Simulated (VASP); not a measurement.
# K (Im-3m) in VASP: single point with LDA

Aim: the single point of K with LDA.

Everything below comes from runs of VASP 6.6.1. Logs are shortened: lines on timing, memory, paths and dates and some standing lists are left out, and cuts for length are marked.

## 1. The cell of the first run

Symmetry: Im-3m, No. 229, cubic system. The conventional cell has a = 5.053 Å, b = 5.053 Å, c = 5.053 Å, α = 90.00°, β = 90.00°, γ = 90.00°. Within 5.7 Å of K (site symmetry m-3m) lie 14 K at 4.38 to 5.05 Å.

## 2. Single point, LDA

INCAR reads:

```
ALGO = Normal
EDIFF = 1E-6
ENCUT = 520
GGA = CA
ISIF = 2
ISMEAR = -1
LASPH = T
LCHARG = T
LELF = T
LREAL = F
LVHAR = T
LWAVE = F
NBANDS = 10
NELM = 100
PREC = Accurate
SIGMA = 0.13605693000000002
```

KPOINTS reads:

```
k-points
0
Gamma
  9 9 9
```

POSCAR reads:

```
K
1.0
   -2.5265699481      2.5265699481      2.5265699481
    2.5265699481     -2.5265699481      2.5265699481
    2.5265699481      2.5265699481     -2.5265699481
K
1
Direct
    0.0000000000      0.0000000000      0.0000000000
```

Potentials or basis: VASP PAW LDA potentials, release 64 (K_sv).

Started as:

```bash
> cat potpaw_LDA.64/K_sv/POTCAR > POTCAR
> mpirun -np 1 vasp_std > vasp.out
```

OUTCAR:

```text
EDIFF = 1E-6
   ENCUT = 520
   GGA = CA
   ISIF = 2
   ISMEAR = -1
   LASPH = T
   LREAL = F
   NELM = 100
   PREC = Accurate

 ion  position               nearest neighbor table
   1  0.000  0.000  0.000-

  LATTYP: Found a body centered cubic cell.
 ALAT       =     5.0531398962

  Lattice vectors:

 A1 = (  -2.5265699481,   2.5265699481,   2.5265699481)
 A2 = (   2.5265699481,  -2.5265699481,   2.5265699481)
 A3 = (   2.5265699481,   2.5265699481,  -2.5265699481)

Analysis of symmetry for initial positions (statically):
=====================================================================
 Subroutine PRICEL returns:
 Original cell was already a primitive cell.

 Routine SETGRP: Setting up the symmetry group for a
 body centered cubic supercell.

 Subroutine GETGRP returns: Found 48 space group operations
 (whereof 48 operations were pure point group operations)
 out of a pool of 48 trial point group operations.

The static configuration has the point symmetry O_h .

Analysis of symmetry for dynamics (positions and initial velocities):
=====================================================================
 Subroutine PRICEL returns:
 Original cell was already a primitive cell.

 Routine SETGRP: Setting up the symmetry group for a
 body centered cubic supercell.

 Subroutine GETGRP returns: Found 48 space group operations
 (whereof 48 operations were pure point group operations)
 out of a pool of 48 trial point group operations.

The dynamic configuration has the point symmetry O_h .

 Subroutine INISYM returns: Found 48 space group operations
 (whereof 48 operations are pure point group operations),
 and found     1 'primitive' translations

----------------------------------------------------------------------------------------

                                     Primitive cell

  volume of cell :      64.5140

  direct lattice vectors                    reciprocal lattice vectors
    -2.526569948  2.526569948  2.526569948     0.000000000  0.197896757  0.197896757
     2.526569948 -2.526569948  2.526569948     0.197896757  0.000000000  0.197896757
     2.526569948  2.526569948 -2.526569948     0.197896757  0.197896757  0.000000000

  length of vectors
     4.376147519  4.376147519  4.376147519     0.279868278  0.279868278  0.279868278

  position of ions in fractional coordinates (direct lattice)
     0.000000000  0.000000000  0.000000000

[... 73 lines left out ...]
   ENCUT  =  520.0 eV  38.22 Ry    6.18 a.u.   8.14  8.14  8.14*2*pi/ulx,y,z
   NELM   =    100;   NELMIN=  2; NELMDL= -5     # of ELM steps
   EDIFF  = 0.1E-05   stopping-criterion for ELM
   LREAL  =      F    real-space projection
   EDIFFG = 0.1E-04   stopping-criterion for IOM
   NSW    =      0    number of steps for IOM
   IBRION =     -1    ionic relax: 0-MD 1-quasi-New 2-CG
   NFREE  =      0    steps in history (QN), initial steepest desc. (CG)
   ISIF   =      2    stress and relaxation
   ISYM   =      2    0-nonsym 1-usesym 2-fastsym
   POTIM  = 0.5000    time-step for ionic-motion
   TEBEG  =    0.0;   TEEND  =   0.0 temperature during run
   PSTRESS=    0.0 pullay stress
   NELECT =       9.0000    total number of electrons
   NUPDOWN=      -1.0000    fix difference up-down
   EMIN   =  10.00;   EMAX   =-10.00  energy-range for DOS
   EFERMI =   0.00;   METHOD = LEGACY
   ISMEAR =    -1;   SIGMA  =   0.14  broadening in eV -4-tet -1-fermi 0-gaus
   EFERMI_NEDOS =   21; number of points for ismear=-14 and -15
   IALGO  =     38    algorithm
   IMIX   =      4    mixing-type and parameters
     AMIX     =   0.40;   BMIX     =  1.00
     AMIX_MAG =   1.60;   BMIX_MAG =  1.00
  volume/ion in A,a.u.               =      64.51       435.36
  Fermi-wavevector in a.u.,A,eV,Ry     =   0.849059  1.604488  9.808447  0.720901
  Thomas-Fermi vector in A             =   1.964820
   LORBIT       =      0    0 simple, 1 ext, 2 COOP (PROOUT), +10 PAW based schemes
   GGA     = CA    functional components
   LHFCALC =     F    Hartree Fock is set to
   AEXX    =    0.0000 exact exchange contribution
   IVDW    =     0    specifies the selected vdW correction
   LEPSILON=     F    determine dielectric tensor
   LRPA    =     F    only Hartree local field effects (RPA)
 non-spin polarized calculation
  energy-cutoff  :      520.00
  volume of cell :       64.51
 maximum number of plane-waves:      1761
 NGX is ok and might be reduce to    36
   NGX = 17   NGY = 17   NGZ = 17

 number of electron       9.0000001 magnetization

 Free energy of the ion-electron system (eV)
  ---------------------------------------------------
  ext. energy  EPLUGINS =         0.00000000
  ---------------------------------------------------
  free energy    TOTEN  =        -1.18854394 eV

  energy without entropy =       -1.14573593  energy(sigma->0) =       -1.16713994

 E-fermi :  -0.0126     XC(G=0):  -6.2172

 val. band max:       -0.0751030317   @ k =  -0.3333   0.4444   0.1111
 cond. band min:       0.0204926975   @ k =   0.4444   0.0000   0.0000
 fundamental gap:      0.0955957292
 Fermi energy:        -0.0126402419

 k-point     1 :       0.0000    0.0000    0.0000
  band No.  band energies     occupation
      1     -31.7562      2.00000
      2     -15.4236      2.00000
      3     -15.4236      2.00000
      4     -15.4236      2.00000
      5      -2.3706      2.00000
      6       4.2642      0.00000
      7       4.2642      0.00000
      8       4.2642      0.00000
      9       5.2899      0.00000
     10       5.2899      0.00000
[... 287 lines left out ...]
 k-point    24 :      -0.4444   -0.4444    0.1111
  band No.  band energies     occupation
      1     -31.7464      2.00000
      2     -15.5238      2.00000
      3     -15.4769      2.00000
      4     -15.4412      2.00000
      5       0.8400      0.00379
      6       0.9620      0.00155
      7       2.7791      0.00000
      8       4.2725      0.00000
      9       5.4169      0.00000
     10       6.1306      0.00000

 [... further k-points ...]
[... 5 lines left out ...]
  --------------------------------------------------------------------------------------
  -------------------------------------------------------------------------------------
  Total       -0.0124756     -0.0124756     -0.0124756     -0.0000000     -0.0000000      0.0000000
  in kB       -0.3098270     -0.3098270     -0.3098270     -0.0000000     -0.0000000      0.0000000
  external PRESSURE =      -0.3098270 kB  Pullay stress =       0.0000000 kB

 VOLUME and BASIS-vectors are now :
 -----------------------------------------------------------------------------
  energy-cutoff  :      520.00
  volume of cell :       64.51
      direct lattice vectors                 reciprocal lattice vectors
    -2.526569948  2.526569948  2.526569948     0.000000000  0.197896757  0.197896757
     2.526569948 -2.526569948  2.526569948     0.197896757  0.000000000  0.197896757
     2.526569948  2.526569948 -2.526569948     0.197896757  0.197896757  0.000000000

 POSITION                                       TOTAL-FORCE (eV/Angst)
 -----------------------------------------------------------------------------------
      0.00000      0.00000      0.00000         0.000000     -0.000000      0.000000
 -----------------------------------------------------------------------------------
    total drift:                               -0.000000      0.000000      0.000000

  FREE ENERGIE OF THE ION-ELECTRON SYSTEM (eV)
  ---------------------------------------------------
  free  energy   TOTEN  =        -1.1885439401 eV

  energy  without entropy=       -1.1457359341  energy(sigma->0) =       -1.16713994
```

OSZICAR:

```text
N       E                     dE             d eps       ncg     rms          rms(c)
DAV:   1     0.496183547989E+02    0.49618E+02   -0.35961E+03   700   0.699E+02
DAV:   2     0.451013559418E+00   -0.49167E+02   -0.48478E+02   754   0.213E+02
DAV:   3    -0.114661206243E+01   -0.15976E+01   -0.15902E+01  1110   0.283E+01
DAV:   4    -0.118934266732E+01   -0.42731E-01   -0.42678E-01   968   0.425E+00
DAV:   5    -0.119036093852E+01   -0.10183E-02   -0.10180E-02  1106   0.450E-01    0.248E+00
DAV:   6    -0.118897149092E+01    0.13894E-02   -0.21142E-03  1056   0.308E-01    0.156E+00
DAV:   7    -0.118852386006E+01    0.44763E-03   -0.32386E-03   956   0.348E-01    0.609E-02
DAV:   8    -0.118853661236E+01   -0.12752E-04   -0.33081E-04   998   0.169E-01    0.270E-02
DAV:   9    -0.118854433710E+01   -0.77247E-05   -0.15221E-05   968   0.377E-02    0.133E-02
DAV:  10    -0.118854394009E+01    0.39700E-06   -0.76653E-06  1018   0.222E-02
   1 F= -.11885439E+01 E0= -.11671399E+01  d E =-.428080E-01
```

stdout:

```text
POSCAR found type information on POSCAR K
 POSCAR found :  1 types and       1 ions
 scaLAPACK will be used
 LDA part: xc-table for (Slater(with rela. corr.)+CA(PZ))
 , standard interpolation
 POSCAR, INCAR and KPOINTS ok, starting setup
 FFT: planning ... GRIDC
 FFT: planning ... GRID_SOFT
 FFT: planning ... GRID
 WAVECAR not read
 entering main loop
```

Wall time 25 s (1 thread of Intel Xeon 8259CL, shared host); peak memory 0.17 GiB.

Results:

| Item | Value |
| --- | --- |
| Free energy | -1.1885 eV |
| Pressure | 0.0 GPa |

Levels at points of the mesh, in eV from the Fermi level:
| k point | band 1 | band 2 | band 3 | band 4 | band 5 | band 6 | band 7 | band 8 | band 9 |
| --- | --- | --- | --- | --- | --- | --- | --- | --- | --- |
| (0.00, 0.00, 0.00) | -31.74 | -15.41 | -15.41 | -15.41 | -2.36 | 4.28 | 4.28 | 4.28 | 5.30 |
